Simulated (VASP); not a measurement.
# Ge (Fd-3m) in VASP: density of states with LDA

Aim: the density of states of Ge with LDA.

All numbers are computed with VASP 6.6.1; they aren't measurements. Logs are shortened: lines on timing, memory, paths and dates and some standing lists are left out, and cuts for length are marked.

## (1) The cell of the first run

It takes space group Fd-3m (No. 227, cubic). The conventional cell has a = 5.622 Å, b = 5.622 Å, c = 5.622 Å, α = 90.00°, β = 90.00°, γ = 90.00°. Within 3.2 Å of Ge (site symmetry -43m) lie 4 Ge at 2.43 Å.

## (2) Density of states, LDA

POSCAR

```
Ge
1.0
    0.0000000000      2.8107739343      2.8107739343
    2.8107739343      0.0000000000      2.8107739343
    2.8107739343      2.8107739343      0.0000000000
Ge
2
Direct
    0.0000000000      0.0000000000      0.0000000000
    0.2500000000      0.2500000000      0.2500000000
```

INCAR.step1

```
SYSTEM = Ge
PREC = Accurate ; ENCUT = 410
EDIFF = 1E-6 ; ISMEAR = 0
SIGMA = 0.1 ; LREAL = .FALSE.
LASPH = .TRUE. ; NELM = 120
ALGO = Normal ; ISIF = 2
LWAVE = .FALSE. ; LCHARG = .TRUE.
GGA = CA ; NBANDS = 21
GGA_COMPAT = .FALSE. ; NEDOS = 2001
LORBIT = 11
```

KPOINTS.step1

```
regular mesh
0
G
  14 14 14
  0 0 0
```

INCAR.step2

```
SYSTEM = Ge
PREC = Accurate ; ENCUT = 410
EDIFF = 1E-6 ; ISMEAR = -5
SIGMA = 0.1 ; LREAL = .FALSE.
LASPH = .TRUE. ; NELM = 120
ALGO = Normal ; ISIF = 2
LWAVE = .FALSE. ; LCHARG = .FALSE.
GGA = CA ; LORBIT = 11
NBANDS = 21 ; NEDOS = 2001
ICHARG = 11 ; GGA_COMPAT = .FALSE.
```

KPOINTS.step2

```
regular mesh
0
G
  21 21 21
  0 0 0
```

Potentials or basis: VASP PAW LDA potentials, release 64 (Ge_d).

Command:

```bash
> cat potpaw_LDA.64/Ge_d/POTCAR > POTCAR
> cp INCAR.step1 INCAR
> cp KPOINTS.step1 KPOINTS
> mpirun -np 1 vasp_std > vasp.out
> cp INCAR.step2 INCAR
> cp KPOINTS.step2 KPOINTS
> mpirun -np 1 vasp_std > vasp.out
```

OUTCAR:

```text
SYSTEM = Ge
   PREC = Accurate
   ENCUT = 410
   EDIFF = 1E-6
   ISMEAR = -5
   LREAL = .FALSE.
   LASPH = .TRUE.
   NELM = 120
   ISIF = 2
   GGA = CA
   LORBIT = 11
   ICHARG = 11

 ion  position               nearest neighbor table
   1  0.000  0.000  0.000-   2 2.43   2 2.43   2 2.43   2 2.43
   2  0.250  0.250  0.250-   1 2.43   1 2.43   1 2.43   1 2.43

  LATTYP: Found a face centered cubic cell.
 ALAT       =     5.6215478686

  Lattice vectors:

 A1 = (   0.0000000000,   2.8107739343,   2.8107739343)
 A2 = (   2.8107739343,   0.0000000000,   2.8107739343)
 A3 = (   2.8107739343,   2.8107739343,   0.0000000000)

Analysis of symmetry for initial positions (statically):
=====================================================================
 Subroutine PRICEL returns:
 Original cell was already a primitive cell.

 Routine SETGRP: Setting up the symmetry group for a
 face centered cubic supercell.

 Subroutine GETGRP returns: Found 48 space group operations
 (whereof 24 operations were pure point group operations)
 out of a pool of 48 trial point group operations.

The static configuration has the point symmetry T_d .
 The point group associated with its full space group is O_h .

Analysis of symmetry for dynamics (positions and initial velocities):
=====================================================================
 Subroutine PRICEL returns:
 Original cell was already a primitive cell.

 Routine SETGRP: Setting up the symmetry group for a
 face centered cubic supercell.

 Subroutine GETGRP returns: Found 48 space group operations
 (whereof 24 operations were pure point group operations)
 out of a pool of 48 trial point group operations.

The dynamic configuration has the point symmetry T_d .
 The point group associated with its full space group is O_h .

 Subroutine INISYM returns: Found 48 space group operations
 (whereof 24 operations are pure point group operations),
 and found     1 'primitive' translations

----------------------------------------------------------------------------------------

                                     Primitive cell

  volume of cell :      44.4128

  direct lattice vectors                    reciprocal lattice vectors
     0.000000000  2.810773934  2.810773934    -0.177886949  0.177886949  0.177886949
     2.810773934  0.000000000  2.810773934     0.177886949 -0.177886949  0.177886949
     2.810773934  2.810773934  0.000000000     0.177886949  0.177886949 -0.177886949

  length of vectors
     3.975034619  3.975034619  3.975034619     0.308109234  0.308109234  0.308109234

  position of ions in fractional coordinates (direct lattice)
     0.000000000  0.000000000  0.000000000
     0.250000000  0.250000000  0.250000000

  ion indices of the primitive-cell ions
   primitive index   ion index
                 1           1
                 2           2

----------------------------------------------------------------------------------------

 KPOINTS: regular mesh

Automatic generation of k-mesh.
 Grid dimensions read from file:
 generate k-points for:   21   21   21

 Generating k-lattice:

  Cartesian coordinates                     Fractional coordinates (reciprocal lattice)
    -0.008470807  0.008470807  0.008470807     0.047619048  0.000000000  0.000000000
     0.008470807 -0.008470807  0.008470807     0.000000000  0.047619048  0.000000000
     0.008470807  0.008470807 -0.008470807     0.000000000  0.000000000  0.047619048

  Length of vectors
     0.014671868  0.014671868  0.014671868

  Shift w.r.t. Gamma in fractional coordinates (k-lattice)
     0.000000000  0.000000000  0.000000000

 TETIRR: Found   1276 inequivalent tetrahedra from    55566

 Subroutine IBZKPT returns following result:
 ===========================================

 Found    286 irreducible k-points:

 Following reciprocal coordinates:
            Coordinates               Weight
  0.000000  0.000000  0.000000      1.000000
  0.047619  0.000000  0.000000      8.000000
  0.095238  0.000000  0.000000      8.000000
  0.142857  0.000000  0.000000      8.000000
  0.190476  0.000000  0.000000      8.000000
  0.238095  0.000000  0.000000      8.000000
[... 16 lines left out ...]
 -0.428571  0.047619  0.000000     24.000000
 -0.380952  0.047619  0.000000     24.000000
 [... further k-points ...]
   k-points           NKPTS =    286   k-points in BZ     NKDIM =    286   number of bands    NBANDS=     21
   number of dos      NEDOS =   2001   number of ions     NIONS =      2
   total plane-waves  NPLWV =  21952
   dimension x,y,z NGX =    28 NGY =   28 NGZ =   28
   dimension x,y,z NGXF=    56 NGYF=   56 NGZF=   56
   ions per type =               2
   NGX,Y,Z   is equivalent  to a cutoff of  11.71, 11.71, 11.71 a.u.
   NGXF,Y,Z  is equivalent  to a cutoff of  23.42, 23.42, 23.42 a.u.
 SYSTEM =  Ge
   PREC   = accura    normal or accurate (medium, high low for compatibility)
   ISTART =      0    job   : 0-new  1-cont  2-samecut
   ICHARG =     11    charge: 1-file 2-atom 10-const
   ISPIN  =      1    spin polarized calculation?
   LNONCOLLINEAR =      F non collinear calculations
   LSORBIT =      F    spin-orbit coupling
   LASPH  =      T    aspherical Exc in radial PAW
   ENCUT  =  410.0 eV  30.13 Ry    5.49 a.u.   6.56  6.56  6.56*2*pi/ulx,y,z
   NELM   =    120;   NELMIN=  2; NELMDL=  0     # of ELM steps
   EDIFF  = 0.1E-05   stopping-criterion for ELM
   LREAL  =      F    real-space projection
   EDIFFG = 0.1E-04   stopping-criterion for IOM
   NSW    =      0    number of steps for IOM
   IBRION =     -1    ionic relax: 0-MD 1-quasi-New 2-CG
   NFREE  =      0    steps in history (QN), initial steepest desc. (CG)
   ISIF   =      2    stress and relaxation
   ISYM   =      2    0-nonsym 1-usesym 2-fastsym
   POTIM  = 0.5000    time-step for ionic-motion
   TEBEG  =    0.0;   TEEND  =   0.0 temperature during run
   PSTRESS=    0.0 pullay stress
   NELECT =      28.0000    total number of electrons
   NUPDOWN=      -1.0000    fix difference up-down
   EMIN   =  10.00;   EMAX   =-10.00  energy-range for DOS
   EFERMI =   0.00;   METHOD = LEGACY
   ISMEAR =    -5;   SIGMA  =   0.10  broadening in eV -4-tet -1-fermi 0-gaus
   EFERMI_NEDOS =   21; number of points for ismear=-14 and -15
   IALGO  =     38    algorithm
   IMIX   =      4    mixing-type and parameters
     AMIX     =   0.40;   BMIX     =  1.00
     AMIX_MAG =   1.60;   BMIX_MAG =  1.00
  volume/ion in A,a.u.               =      22.21       149.86
  Fermi-wavevector in a.u.,A,eV,Ry     =   1.403756  2.652714 26.810697  1.970531
  Thomas-Fermi vector in A             =   2.526386
   LORBIT       =     11    0 simple, 1 ext, 2 COOP (PROOUT), +10 PAW based schemes
   GGA     = CA    functional components
   LHFCALC =     F    Hartree Fock is set to
   AEXX    =    0.0000 exact exchange contribution
   IVDW    =     0    specifies the selected vdW correction
   LEPSILON=     F    determine dielectric tensor
   LRPA    =     F    only Hartree local field effects (RPA)
 non-spin polarized calculation
 Fermi weights with tetrahedron method with Bloechl corrections
  energy-cutoff  :      410.00
  volume of cell :       44.41
 maximum number of plane-waves:       871

 number of electron      28.0000006 magnetization

 Free energy of the ion-electron system (eV)
  ---------------------------------------------------
  ext. energy  EPLUGINS =         0.00000000
  ---------------------------------------------------
  free energy    TOTEN  =       -10.39410948 eV

  energy without entropy =      -10.39410948  energy(sigma->0) =      -10.39410948

 E-fermi :   4.9201     XC(G=0): -10.3798

 val. band max:        4.9099415745   @ k =   0.0000   0.0000   0.0000
 cond. band min:       4.9448613913   @ k =   0.0000   0.0000   0.0000
 fundamental gap:      0.0349198167
 Fermi energy:         4.9200761966

 k-point     1 :       0.0000    0.0000    0.0000
  band No.  band energies     occupation
      1     -20.0514      2.00000
      2     -20.0514      2.00000
      3     -20.0514      2.00000
      4     -20.0129      2.00000
      5     -20.0129      2.00000
      6     -19.7930      2.00000
[... 13 lines left out ...]
     20      14.5158      0.00000
     21      14.5158      0.00000

 k-point     2 :       0.0476    0.0000    0.0000
  band No.  band energies     occupation
      1     -20.0531      2.00000
      2     -20.0531      2.00000
      3     -20.0510      2.00000
      4     -20.0107      2.00000
      5     -20.0107      2.00000
      6     -19.7955      2.00000
[... 13 lines left out ...]
     20      14.2279      0.00000
     21      14.2279      0.00000

 k-point     3 :       0.0952    0.0000    0.0000
  band No.  band energies     occupation
      1     -20.0570      2.00000
      2     -20.0570      2.00000
      3     -20.0501      2.00000
      4     -20.0051      2.00000
      5     -20.0051      2.00000
      6     -19.8008      2.00000
[... 13 lines left out ...]
     20      13.7800      0.00000
     21      13.7800      0.00000

 k-point     4 :       0.1429    0.0000    0.0000
  band No.  band energies     occupation
      1     -20.0617      2.00000
      2     -20.0617      2.00000
      3     -20.0480      2.00000
      4     -19.9980      2.00000
      5     -19.9980      2.00000
      6     -19.8067      2.00000
[... 13 lines left out ...]
     20      13.4228      0.00000
     21      13.4228      0.00000

 k-point     5 :       0.1905    0.0000    0.0000
  band No.  band energies     occupation
      1     -20.0659      2.00000
      2     -20.0659      2.00000
      3     -20.0457      2.00000
      4     -19.9907      2.00000
      5     -19.9907      2.00000
      6     -19.8122      2.00000
[... 13 lines left out ...]
     20      13.2284      0.00000
     21      13.2284      0.00000
[... 382 lines left out ...]
     20      15.7837      0.00000
     21      16.1724      0.00000

 k-point    22 :      -0.4762    0.0476    0.0000
  band No.  band energies     occupation
      1     -20.0795      2.00000
      2     -20.0777      2.00000
      3     -20.0300      2.00000
      4     -19.9677      2.00000
      5     -19.9667      2.00000
      6     -19.8289      2.00000
[... 13 lines left out ...]
     20      15.5222      0.00000
     21      15.9114      0.00000

 k-point    23 :      -0.4286    0.0476    0.0000
  band No.  band energies     occupation
      1     -20.0786      2.00000
      2     -20.0780      2.00000
      3     -20.0306      2.00000
      4     -19.9695      2.00000
      5     -19.9660      2.00000
      6     -19.8304      2.00000
[... 13 lines left out ...]
     20      15.1101      0.00000
     21      16.0991      0.00000

 k-point    24 :      -0.3810    0.0476    0.0000
  band No.  band energies     occupation
      1     -20.0778      2.00000
      2     -20.0773      2.00000
      3     -20.0322      2.00000
      4     -19.9719      2.00000
      5     -19.9664      2.00000
      6     -19.8312      2.00000
[... 13 lines left out ...]
     20      14.3267      0.00000
     21      15.5523      0.00000

 [... further k-points ...]
[... 5 lines left out ...]
  --------------------------------------------------------------------------------------
  -------------------------------------------------------------------------------------
  Total       -0.0753423     -0.0753423     -0.0753423      0.0000000      0.0000000      0.0000000
  in kB       -2.7179500     -2.7179500     -2.7179500      0.0000000      0.0000000      0.0000000
  external PRESSURE =      -2.7179500 kB  Pullay stress =       0.0000000 kB

 VOLUME and BASIS-vectors are now :
 -----------------------------------------------------------------------------
  energy-cutoff  :      410.00
  volume of cell :       44.41
      direct lattice vectors                 reciprocal lattice vectors
     0.000000000  2.810773934  2.810773934    -0.177886949  0.177886949  0.177886949
     2.810773934  0.000000000  2.810773934     0.177886949 -0.177886949  0.177886949
     2.810773934  2.810773934  0.000000000     0.177886949  0.177886949 -0.177886949

 POSITION                                       TOTAL-FORCE (eV/Angst)
 -----------------------------------------------------------------------------------
      0.00000      0.00000      0.00000        -0.000000     -0.000000     -0.000000
      1.40539      1.40539      1.40539         0.000000      0.000000      0.000000
 -----------------------------------------------------------------------------------
    total drift:                                0.000000      0.000000     -0.000000

  FREE ENERGIE OF THE ION-ELECTRON SYSTEM (eV)
  ---------------------------------------------------
  free  energy   TOTEN  =       -10.3941094792 eV

  energy  without entropy=      -10.3941094792  energy(sigma->0) =      -10.39410948

 total charge

# of ion       s       p       d       tot
------------------------------------------
    1        1.139   1.284  10.026  12.449
    2        1.139   1.284  10.026  12.449
--------------------------------------------------
tot          2.279   2.568  20.051  24.898
```

Run time: 3.4 min. Hardware: 1 thread of AMD EPYC 7R13, shared host; peak memory 0.22 GiB.

Results:

```
Valence electrons inside the program's atomic spheres : Ge 12.45
```
